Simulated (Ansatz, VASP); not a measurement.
# Sr: VASP beside Ansatz

Contents of INCAR:

```
  ALGO = Normal
  EDIFF = 1E-6
  EDIFFG = -0.005
  ENCUT = 600
  GGA = PS
  IBRION = 2
  ISIF = 3
  ISMEAR = 0
  LASPH = True
  LCHARG = False
  LREAL = False
  LWAVE = False
  NELM = 80
  NSW = 100
  PREC = Accurate
  SIGMA = 0.1
```

The input KPOINTS:

```
k-points
0
Gamma
  12 12 12
```

Contents of POSCAR:

```
Sr
1.0
   -2.3368660446      2.3368660446      2.3368660446
    2.3368660446     -2.3368660446      2.3368660446
    2.3368660446      2.3368660446     -2.3368660446
Sr
1
Direct
    0.0000000000      0.0000000000      0.0000000000
```

Input for Ansatz:

```yaml
crystal:
  lattice:
    - [-2.3368660412, 2.3368660412, 2.3368660412]
    - [2.3368660412, -2.3368660412, 2.3368660412]
    - [2.3368660412, 2.3368660412, -2.3368660412]
  atoms:
    - { symbol: Sr, position: [0.0, 0.0, 0.0] }
basis:
  ecutwfc: 420
kpoints:
  mp_grid: { grid: [12, 12, 12] }
hamiltonian:
  xc: pbesol
scf:
  occupations: { method: gaussian, width: 0.1 }
output:
  forces: true
  stress: true
  eigenvalues: true
  write_density: true
  write_potential: true
  elf: true
  volumetric_format: npy
relax:
  adjacent_minimum: "off"
  f_tol: 0.005
  max_steps: 80
  cell: { stress_tol: 0.05 }
```

Alike in both runs: task relaxation of cell and atoms; functional PBEsol; k mesh 12 × 12 × 12; occupations gaussian, width 0.1 eV; no spin polarisation.

|  | VASP | Ansatz |
| --- | --- | --- |
| version | VASP 6.6.1 | Ansatz 0.2.0 |
| potentials or method | VASP PAW PBE potentials, release 64 (Sr_sv), cutoff 600 eV | scalar-relativistic, plane waves, PAW |
| valence electrons in the cell | 10 | 10 |

|  | VASP | Ansatz | Ansatz less VASP |
| --- | --- | --- | --- |
| gap on the k mesh at the Fermi level, each at its own relaxed structure (eV) | none | none | - |
| relaxed volume (Å³/atom) | 51.00 | 51.05 | +0.051 |
| relaxed cell length with the largest relative difference (Å) | 4.046 | 4.048 | +0.0013 |

VASP's potentials were made for PBE, not for PBEsol. A gap of «none» marks a metal or a gap that the smearing closes.
